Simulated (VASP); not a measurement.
# ZrS (Fm-3m) in VASP: notebook

ZrS is run at these levels: PBEsol; tasks: electric field gradients.

Program: VASP 6.6.1. These are calculated values, not measurements. Logs are shortened: lines on timing, memory, paths and dates and some standing lists are left out, and cuts for length are marked.

## (1) The cell of the first run

It takes space group Fm-3m (No. 225, cubic). Conventional cell: a = 4.428 Å, b = 4.428 Å, c = 4.428 Å, α = 90.00°, β = 90.00°, γ = 90.00°. Zr (site symmetry m-3m) has 6 S at 2.21 Å within 2.9 Å. S (site symmetry m-3m) has 6 Zr at 2.21 Å within 2.9 Å.

## (2) Electric field gradients, PBEsol (volume scaled by 0.6)

INCAR reads:

```
SYSTEM = ZrS
ALGO     = Normal         ! electronic algorithm
EDIFF    = 1E-8           ! SCF threshold, eV
ENCUT    = 520            ! plane-wave cutoff, eV
GGA      = PS             ! functional
ISIF     = 2              ! what is computed and relaxed
ISMEAR   = -1             ! smearing method
LASPH    = .TRUE.         ! aspherical terms in the spheres
LCHARG   = .FALSE.        ! write CHGCAR
LEFG     = .TRUE.       
LREAL    = .FALSE.        ! projectors in reciprocal space
LWAVE    = .FALSE.        ! write WAVECAR
NBANDS   = 16             ! bands
NELM     = 60             ! most SCF steps
PREC     = Accurate       ! precision mode
SIGMA    = 0.03           ! smearing width, eV
```

KPOINTS reads:

```
k-points
0
G
  9 9 9
  0 0 0
```

POSCAR reads:

```
ZrS
1.0
    0.0000000000      2.2140107464      2.2140107464
    2.2140107464      0.0000000000      2.2140107464
    2.2140107464      2.2140107464      0.0000000000
Zr S
1 1
Direct
    0.0000000000      0.0000000000      0.0000000000
    0.5000000000      0.5000000000      0.5000000000
```

Potentials or basis: VASP PAW PBE potentials, release 64 (Zr_sv, S).

Run with:

```console
$ cat potpaw_PBE.64/Zr_sv/POTCAR potpaw_PBE.64/S/POTCAR > POTCAR
$ mpirun -np 1 vasp_std > vasp.out
```

OUTCAR:

```text
SYSTEM = ZrS
   EDIFF = 1E-8
   ENCUT = 520
   GGA = PS
   ISIF = 2
   ISMEAR = -1
   LASPH = .TRUE.
   LREAL = .FALSE.
   NELM = 60
   PREC = Accurate

 ion  position               nearest neighbor table
   1  0.000  0.000  0.000-   2 2.21   2 2.21   2 2.21   2 2.21   2 2.21   2 2.21
   2  0.500  0.500  0.500-   1 2.21   1 2.21   1 2.21   1 2.21   1 2.21   1 2.21

  LATTYP: Found a face centered cubic cell.
 ALAT       =     4.4280214928

  Lattice vectors:

 A1 = (   0.0000000000,   2.2140107464,   2.2140107464)
 A2 = (   2.2140107464,   0.0000000000,   2.2140107464)
 A3 = (   2.2140107464,   2.2140107464,   0.0000000000)

Analysis of symmetry for initial positions (statically):
=====================================================================
 Subroutine PRICEL returns:
 Original cell was already a primitive cell.

 Routine SETGRP: Setting up the symmetry group for a
 face centered cubic supercell.

 Subroutine GETGRP returns: Found 48 space group operations
 (whereof 48 operations were pure point group operations)
 out of a pool of 48 trial point group operations.

The static configuration has the point symmetry O_h .

Analysis of symmetry for dynamics (positions and initial velocities):
=====================================================================
 Subroutine PRICEL returns:
 Original cell was already a primitive cell.

 Routine SETGRP: Setting up the symmetry group for a
 face centered cubic supercell.

 Subroutine GETGRP returns: Found 48 space group operations
 (whereof 48 operations were pure point group operations)
 out of a pool of 48 trial point group operations.

The dynamic configuration has the point symmetry O_h .

 Subroutine INISYM returns: Found 48 space group operations
 (whereof 48 operations are pure point group operations),
 and found     1 'primitive' translations

----------------------------------------------------------------------------------------

                                     Primitive cell

  volume of cell :      21.7055

  direct lattice vectors                    reciprocal lattice vectors
     0.000000000  2.214010746  2.214010746    -0.225834496  0.225834496  0.225834496
     2.214010746  0.000000000  2.214010746     0.225834496 -0.225834496  0.225834496
     2.214010746  2.214010746  0.000000000     0.225834496  0.225834496 -0.225834496

  length of vectors
     3.131084025  3.131084025  3.131084025     0.391156820  0.391156820  0.391156820

  position of ions in fractional coordinates (direct lattice)
     0.000000000  0.000000000  0.000000000
     0.500000000  0.500000000  0.500000000

  ion indices of the primitive-cell ions
   primitive index   ion index
                 1           1
                 2           2

----------------------------------------------------------------------------------------

 KPOINTS: k-points

Automatic generation of k-mesh.
 Grid dimensions read from file:
 generate k-points for:    9    9    9

 Generating k-lattice:

  Cartesian coordinates                     Fractional coordinates (reciprocal lattice)
    -0.025092722  0.025092722  0.025092722     0.111111111  0.000000000  0.000000000
     0.025092722 -0.025092722  0.025092722     0.000000000  0.111111111  0.000000000
     0.025092722  0.025092722 -0.025092722     0.000000000  0.000000000  0.111111111

  Length of vectors
     0.043461869  0.043461869  0.043461869

  Shift w.r.t. Gamma in fractional coordinates (k-lattice)
     0.000000000  0.000000000  0.000000000

 Subroutine IBZKPT returns following result:
 ===========================================

 Found     35 irreducible k-points:

 Following reciprocal coordinates:
            Coordinates               Weight
  0.000000  0.000000  0.000000      1.000000
  0.111111  0.000000  0.000000      8.000000
  0.222222  0.000000  0.000000      8.000000
  0.333333  0.000000  0.000000      8.000000
  0.444444  0.000000  0.000000      8.000000
  0.111111  0.111111  0.000000      6.000000
[... 16 lines left out ...]
 -0.333333  0.333333  0.000000     12.000000
  0.444444  0.444444  0.000000      6.000000
 [... further k-points ...]
   k-points           NKPTS =     35   k-points in BZ     NKDIM =     35   number of bands    NBANDS=     16
   number of dos      NEDOS =    301   number of ions     NIONS =      2
   total plane-waves  NPLWV =  13824
   dimension x,y,z NGX =    24 NGY =   24 NGZ =   24
   dimension x,y,z NGXF=    48 NGYF=   48 NGZF=   48
   ions per type =               1   1
   NGX,Y,Z   is equivalent  to a cutoff of  12.74, 12.74, 12.74 a.u.
   NGXF,Y,Z  is equivalent  to a cutoff of  25.49, 25.49, 25.49 a.u.
 SYSTEM =  ZrS
   PREC   = accura    normal or accurate (medium, high low for compatibility)
   ISTART =      0    job   : 0-new  1-cont  2-samecut
   ICHARG =      2    charge: 1-file 2-atom 10-const
   ISPIN  =      1    spin polarized calculation?
   LNONCOLLINEAR =      F non collinear calculations
   LSORBIT =      F    spin-orbit coupling
   LASPH  =      T    aspherical Exc in radial PAW
   ENCUT  =  520.0 eV  38.22 Ry    6.18 a.u.   5.82  5.82  5.82*2*pi/ulx,y,z
   NELM   =     60;   NELMIN=  2; NELMDL= -5     # of ELM steps
   EDIFF  = 0.1E-07   stopping-criterion for ELM
   LREAL  =      F    real-space projection
   EDIFFG = 0.1E-06   stopping-criterion for IOM
   NSW    =      0    number of steps for IOM
   IBRION =     -1    ionic relax: 0-MD 1-quasi-New 2-CG
   NFREE  =      0    steps in history (QN), initial steepest desc. (CG)
   ISIF   =      2    stress and relaxation
   ISYM   =      2    0-nonsym 1-usesym 2-fastsym
   POTIM  = 0.5000    time-step for ionic-motion
   TEBEG  =    0.0;   TEEND  =   0.0 temperature during run
   PSTRESS=    0.0 pullay stress
   NELECT =      18.0000    total number of electrons
   NUPDOWN=      -1.0000    fix difference up-down
   EMIN   =  10.00;   EMAX   =-10.00  energy-range for DOS
   EFERMI =   0.00;   METHOD = LEGACY
   ISMEAR =    -1;   SIGMA  =   0.03  broadening in eV -4-tet -1-fermi 0-gaus
   EFERMI_NEDOS =   21; number of points for ismear=-14 and -15
   IALGO  =     38    algorithm
   IMIX   =      4    mixing-type and parameters
     AMIX     =   0.40;   BMIX     =  1.00
     AMIX_MAG =   1.60;   BMIX_MAG =  1.00
  volume/ion in A,a.u.               =      10.85        73.24
  Fermi-wavevector in a.u.,A,eV,Ry     =   1.538069  2.906530 32.186726  2.365658
  Thomas-Fermi vector in A             =   2.644490
   LORBIT       =      0    0 simple, 1 ext, 2 COOP (PROOUT), +10 PAW based schemes
   GGA     = PS    functional components
   LHFCALC =     F    Hartree Fock is set to
   AEXX    =    0.0000 exact exchange contribution
   IVDW    =     0    specifies the selected vdW correction
   LEPSILON=     F    determine dielectric tensor
   LRPA    =     F    only Hartree local field effects (RPA)
 non-spin polarized calculation
  energy-cutoff  :      520.00
  volume of cell :       21.71
 maximum number of plane-waves:       594
   NGX = 11   NGY = 11   NGZ = 11

 number of electron      17.9999999 magnetization

 Free energy of the ion-electron system (eV)
  ---------------------------------------------------
  ext. energy  EPLUGINS =         0.00000000
  ---------------------------------------------------
  free energy    TOTEN  =       -11.56909739 eV

  energy without entropy =      -11.56674927  energy(sigma->0) =      -11.56792333

 E-fermi :  17.8952     XC(G=0): -14.0845

 val. band max:       17.8045090927   @ k =  -0.3333   0.3333   0.1111
 cond. band min:      17.9517360207   @ k =  -0.4444   0.2222   0.1111
 fundamental gap:      0.1472269280
 Fermi energy:        17.8952154888

 k-point     1 :       0.0000    0.0000    0.0000
  band No.  band energies     occupation
      1     -30.8499      2.00000
      2      -8.6248      2.00000
      3      -8.6248      2.00000
      4      -8.6248      2.00000
      5       0.3378      2.00000
      6      15.0572      2.00000
[... 8 lines left out ...]
     15      25.8146      0.00000
     16      36.7763      0.00000

 k-point     2 :       0.1111    0.0000    0.0000
  band No.  band energies     occupation
      1     -30.8156      2.00000
      2      -8.9615      2.00000
      3      -8.6454      2.00000
      4      -8.6454      2.00000
      5       0.8293      2.00000
      6      13.2425      2.00000
[... 8 lines left out ...]
     15      26.5823      0.00000
     16      35.2131      0.00000

 k-point     3 :       0.2222    0.0000    0.0000
  band No.  band energies     occupation
      1     -30.7274      2.00000
      2      -9.7130      2.00000
      3      -8.6966      2.00000
      4      -8.6966      2.00000
      5       2.0341      2.00000
      6      11.1771      2.00000
[... 8 lines left out ...]
     15      28.7860      0.00000
     16      32.5716      0.00000

 k-point     4 :       0.3333    0.0000    0.0000
  band No.  band energies     occupation
      1     -30.6248      2.00000
      2     -10.4496      2.00000
      3      -8.7535      2.00000
      4      -8.7535      2.00000
      5       3.4917      2.00000
      6       9.2734      2.00000
[... 8 lines left out ...]
     15      29.0687      0.00000
     16      29.0687      0.00000
[... 324 lines left out ...]
 k-point    22 :      -0.4444    0.3333    0.0000
  band No.  band energies     occupation
      1     -30.4694      2.00000
      2     -10.2405      2.00000
      3      -9.6892      2.00000
      4      -9.1496      2.00000
      5       2.0487      2.00000
      6      10.6496      2.00000
[... 8 lines left out ...]
     15      29.6812      0.00000
     16      30.1824      0.00000

 k-point    23 :      -0.3333    0.3333    0.0000
  band No.  band energies     occupation
      1     -30.4777      2.00000
      2     -10.1744      2.00000
      3      -9.8973      2.00000
      4      -9.0191      2.00000
      5       2.8191      2.00000
      6       9.6680      2.00000
[... 8 lines left out ...]
     15      28.3878      0.00000
     16      31.0383      0.00000

 k-point    24 :       0.4444    0.4444    0.0000
  band No.  band energies     occupation
      1     -30.4699      2.00000
      2     -10.3464      2.00000
      3      -9.2891      2.00000
      4      -9.2891      2.00000
      5       1.0652      2.00000
      6      11.6032      2.00000
[... 8 lines left out ...]
     15      31.3092      0.00000
     16      31.3093      0.00000

 [... further k-points ...]

------------------------ aborting loop because EDIFF is reached ----------------------------------------

  FORCE on cell =-STRESS in cart. coord.  units (eV):
  Direction    XX          YY          ZZ          XY          YZ          ZX
  --------------------------------------------------------------------------------------
  -------------------------------------------------------------------------------------
  Total       25.0180468     25.0180468     25.0180468      0.0000000      0.0000000      0.0000000
  in kB     1846.6934681   1846.6934681   1846.6934681      0.0000000      0.0000000      0.0000000
  external PRESSURE =    1846.6934681 kB  Pullay stress =       0.0000000 kB

 VOLUME and BASIS-vectors are now :
 -----------------------------------------------------------------------------
  energy-cutoff  :      520.00
  volume of cell :       21.71
      direct lattice vectors                 reciprocal lattice vectors
     0.000000000  2.214010746  2.214010746    -0.225834496  0.225834496  0.225834496
     2.214010746  0.000000000  2.214010746     0.225834496 -0.225834496  0.225834496
     2.214010746  2.214010746  0.000000000     0.225834496  0.225834496 -0.225834496

 POSITION                                       TOTAL-FORCE (eV/Angst)
 -----------------------------------------------------------------------------------
      0.00000      0.00000      0.00000        -0.000000      0.000000     -0.000000
      2.21401      2.21401      2.21401         0.000000     -0.000000      0.000000
 -----------------------------------------------------------------------------------
    total drift:                                0.000000     -0.000000     -0.000000

  FREE ENERGIE OF THE ION-ELECTRON SYSTEM (eV)
  ---------------------------------------------------
  free  energy   TOTEN  =       -11.5690973885 eV

  energy  without entropy=      -11.5667492656  energy(sigma->0) =      -11.56792333

 Electric field gradients (V/A^2)
---------------------------------------------------------------------
 ion       V_xx      V_yy      V_zz      V_xy      V_xz      V_yz
---------------------------------------------------------------------
   1      -0.000     0.000    -0.000     0.000     0.000     0.000
   2      -0.000    -0.000    -0.000    -0.000    -0.000    -0.000
---------------------------------------------------------------------

 Electric field gradients after diagonalization (V/A^2)
 (convention: |V_zz| > |V_xx| > |V_yy|)
----------------------------------------------------------------------
 ion       V_xx      V_yy      V_zz     asymmetry (V_yy - V_xx)/ V_zz
----------------------------------------------------------------------
   1      -0.000    -0.000     0.000       0.000
   2       0.000     0.000    -0.001       0.000
----------------------------------------------------------------------

           NMR quadrupolar parameters

 Cq : quadrupolar parameter    Cq=e*Q*V_zz/h
 eta: asymmetry parameters     (V_yy - V_xx)/ V_zz
 Q  : nuclear electric quadrupole moment in mb (millibarn)
----------------------------------------------------------------------
 ion       Cq(MHz)       eta       Q (mb)
----------------------------------------------------------------------
   1       0.000       0.000       1.000
   2      -0.000       0.000       1.000
----------------------------------------------------------------------
```

Run time: 5.4 s. Hardware: 1 thread of Intel Xeon 6975P-C (Granite Rapids), shared host; peak memory 0.14 GiB.

What came out:

* Free energy: -11.5691 eV
* Pressure: 184.7 GPa
* Band gap on the k mesh: zero (band 9 reaches 19.90 eV, above the bottom of band 10 at 15.16 eV)

Levels at points of the mesh, in eV from the Fermi level:
```
           k point  band 5  band 6  band 7  band 8  band 9  band 10  band 11  band 12  band 13  band 14
(0.00, 0.00, 0.00)  -17.56   -2.84   -2.84   -2.84   -2.73    -2.73    -2.73    -1.31    -1.31     7.23
```

Caveat: without QUAD_EFG the Cq values of the log hold for a quadrupole moment of 1 mb, not for the nuclei; the PAW data sets were made with another functional, which shifts forces and pressure a little.

[end of part 1 of 2]
